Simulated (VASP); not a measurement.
Here is a VASP 6.6.1 calculation.

Contents of INCAR:

```
ALGO = Normal
EDIFF = 1E-6
ENCUT = 520
GGA = PE
ISIF = 2
ISMEAR = 0
LASPH = True
LCHARG = False
LREAL = False
LWAVE = False
NBANDS = 16
NELM = 100
PREC = Accurate
SIGMA = 0.05
```

Contents of KPOINTS:

```
k-points
0
Gamma
  12 12 6
```

File POSCAR:

```
AlN
1.0
    3.1302395629      0.0000000000      0.0000000000
   -1.5651197815      2.7108669814      0.0000000000
    0.0000000000      0.0000000000      5.0179796548
Al N
2 2
Direct
    0.3333333333      0.6666666667      0.0017287175
    0.6666666667      0.3333333333      0.5017287175
    0.3333333333      0.6666666667      0.3832712825
    0.6666666667      0.3333333333      0.8832712825
```

Potentials or basis: VASP PAW PBE potentials, release 64 (Al, N).

Launch:

```bash
$ cat potpaw_PBE.64/Al/POTCAR potpaw_PBE.64/N/POTCAR > POTCAR
$ mpirun -np 1 vasp_std > vasp.out
```

Task: What does it give for the band gap on the k mesh?

Result: 4.04 eV, direct.

Task: Predict the pressure.

Result: -0.3 GPa.

**Experimental background.**

“Self-assembly of well-separated AlN nanowires directly on sputtered metallic TiN films”, 2019, arxiv:1910.07391 quotes, for a bulk crystal of AlN at 10 K: band gap 6.034 eV (an exciton energy, a little under the gap).

Against the measured gap of AlN, 6.034 eV (an exciton energy, a little under the gap; 10 K; quoted in “Self-assembly of well-separated AlN nanowires directly on sputtered metallic TiN films”, 2019, arxiv:1910.07391), the calculated 4.04 eV is off by -1.99 eV. 2 values of this kind are on record (6.034 to 6.0343 eV); this one was drawn at random. The value is that of PBE on a finite k mesh, which can miss the band edges, without temperature or zero-point motion. Semilocal functionals fall short of measured gaps as a rule.
